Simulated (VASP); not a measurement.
Set up this calculation in VASP 6.6.1, as the native input.

- Task: single point
- Functional: PBE
- Potentials or basis: VASP PAW PBE potentials, release 64 (Cs_sv, Ti_sv)
- Cutoff: 520 eV
- k mesh: 18 × 18 × 6
- Occupations: gaussian, width 0.1 eV
- Spin: no spin polarisation
- Dipole correction: no
- Further INCAR settings: ALGO = Fast; EDIFF = 1e-06; NBANDS = 24

The structure of CsTi2 lies in POSCAR:

```
CsTi2
1.0
    3.2654887235      0.0000000000      0.0000000000
   -1.6327443617      2.8279961903      0.0000000000
    0.0000000000      0.0000000000      8.8029853250
Cs Ti
1 2
Direct
    0.0000000000      0.0000000000      0.0000000000
    0.6666666667      0.3333333333      0.6128281815
    0.3333333333      0.6666666667      0.3871718185
```

The cell was generated, and may not be a known phase.

One way to write it, as run:

INCAR

```
SYSTEM = CsTi2
ALGO = Fast
EDIFF = 1E-6
ENCUT = 520
GGA = PE
ISIF = 2
ISMEAR = 0
LASPH = .TRUE.
LCHARG = .FALSE.
LREAL = .FALSE.
LWAVE = .FALSE.
NBANDS = 24
NELM = 80
PREC = Accurate
SIGMA = 0.1
```

KPOINTS

```
k-points
0
G
  18 18 6
  0 0 0
```

Potentials or basis: VASP PAW PBE potentials, release 64 (Cs_sv, Ti_sv).

Command:

```console
$ cat potpaw_PBE.64/Cs_sv/POTCAR potpaw_PBE.64/Ti_sv/POTCAR > POTCAR
$ mpirun -np 1 vasp_std > vasp.out
```

Results of the run:

```json
{"Pressure": "0.1 GPa", "Largest force": "0.021 eV/Å", "Band gap on the k mesh": "zero (an odd number of electrons rules out a gap without spin polarisation)"}
```

Caveat: spin-orbit coupling is left out, which moves the levels of the heavy elements.

Run time: 14 min on 1 thread of AMD EPYC 9R45 96-Core Processor (Zen 5), on a shared host, peak memory 0.43 GiB.
